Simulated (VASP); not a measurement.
Write the native input for VASP 6.6.1 that does the following.

```yaml
Task: single point
Functional: LDA
Potentials_or_basis: VASP PAW LDA potentials, release 64 (Si)
Cutoff: 520 eV
k_mesh: 13 × 13 × 13
Occupations: fermi-dirac, width 0.1 eV
Spin: no spin polarisation
Dipole_correction: no
Further_INCAR_settings: ALGO = Normal; EDIFF = 1e-07; NBANDS = 11
```

The structure of Si lies in POSCAR:

```
Si
1.0
    0.0000000000      2.3275483552      2.3275483552
    2.3275483552      0.0000000000      2.3275483552
    2.3275483552      2.3275483552      0.0000000000
Si
2
Direct
   -0.1250000000     -0.1250000000     -0.1250000000
    0.1250000000      0.1250000000      0.1250000000
```

One way to write it, as run:

INCAR

```
  ALGO = Normal
  EDIFF = 1E-7
  ENCUT = 520
  GGA = CA
  ISIF = 2
  ISMEAR = -1
  LASPH = True
  LCHARG = False
  LREAL = False
  LWAVE = False
  NBANDS = 11
  NELM = 80
  PREC = Accurate
  SIGMA = 0.1
```

KPOINTS

```
k-points
0
Gamma
  13 13 13
```

Potentials or basis: VASP PAW LDA potentials, release 64 (Si).

Run with:

```bash
$ cat potpaw_LDA.64/Si/POTCAR > POTCAR
$ mpirun -np 1 vasp_std > vasp.out
```

Results of the run:

```yaml
Pressure: 104.2 GPa
Band_gap_on_the_k_mesh: zero (bands 4 and 5 overlap by 0.69 eV)
```

Caveat: the cell stands under pressure; semilocal functionals underestimate gaps, so a narrow gap can read as zero.

Run time: 8.5 s on 1 thread of Intel(R) Xeon(R) Platinum 8559C (Emerald Rapids), on a shared host, peak memory 0.13 GiB.
